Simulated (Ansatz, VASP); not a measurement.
Two plane-wave programs on PtS2

File INCAR:

```
ALGO = Normal
DIPOL = 0.5 0.5 0.500
EDIFF = 1E-6
ENCUT = 520
GGA = PE
IDIPOL = 3
ISIF = 2
ISMEAR = 0
IVDW = 12
LASPH = True
LCHARG = False
LDIPOL = True
LREAL = False
LWAVE = False
NBANDS = 18
NELM = 80
PREC = Accurate
SIGMA = 0.02
```

KPOINTS

```
k-points
0
Gamma
  9 9 1
```

The input POSCAR:

```
PtS2
1.0
    3.4470000000      0.0000000000      0.0000000000
   -1.7235000000      2.9851895668      0.0000000000
    0.0000000000      0.0000000000     30.8254864268
S Pt
2 1
Direct
    0.6666666667      0.3333333333      0.4590111902
    0.3333333333      0.6666666667      0.5409888098
    0.0000000000      0.0000000000      0.5000000000
```

Input for Ansatz:

```yaml
crystal:
  lattice:
    - [3.447, 0.0, 0.0]
    - [-1.7235, 2.9851895668, 0.0]
    - [0.0, 0.0, 30.8254864268]
  atoms:
    - { symbol: S, position: [0.6666666667, 0.3333333333, 0.4590111902] }
    - { symbol: Pt, position: [0.0, 0.0, 0.5] }
    - { symbol: S, position: [0.3333333333, 0.6666666667, 0.5409888098] }
  periodic: [true, true, false]
basis:
  ecutwfc: 420
kpoints:
  mp_grid: { grid: [9, 9, 1] }
hamiltonian:
  xc: pbe
  dispersion: d3bj
scf:
  occupations: { method: gaussian, width: 0.02 }
output:
  forces: true
  stress: true
  eigenvalues: true
  write_density: true
  write_potential: true
  elf: true
  volumetric_format: npy
```

Alike in both runs: task single point; functional PBE; dispersion D3(BJ); k mesh 9 × 9 × 1; occupations gaussian, width 0.02 eV; no spin polarisation.

```csv
,VASP,Ansatz
version,VASP 6.6.1,Ansatz 0.2.0
potentials or method,"VASP PAW PBE potentials, release 64 (S, Pt), cutoff 520 eV","scalar-relativistic, plane waves, PAW"
valence electrons in the cell,22,30
```

Ansatz gave:

| Property | Result |
| --- | --- |
| gap on the k mesh at the Fermi level (eV) | 1.90 |
| least direct gap on the mesh (eV) | 1.99 |
| rms of the force components (eV/Å) | 0.220 |

Question: Estimate VASP's values.

Answer: gap on the k mesh at the Fermi level (eV): 1.90; least direct gap on the mesh (eV): 1.99; rms of the force components (eV/Å): 0.198.

VASP's potentials hold 22 valence electrons a cell and Ansatz's 30, so a difference there can come from the potentials and not from the codes. Ansatz's warnings: xc potential rough in thin density.

Spin-orbit coupling is off throughout.
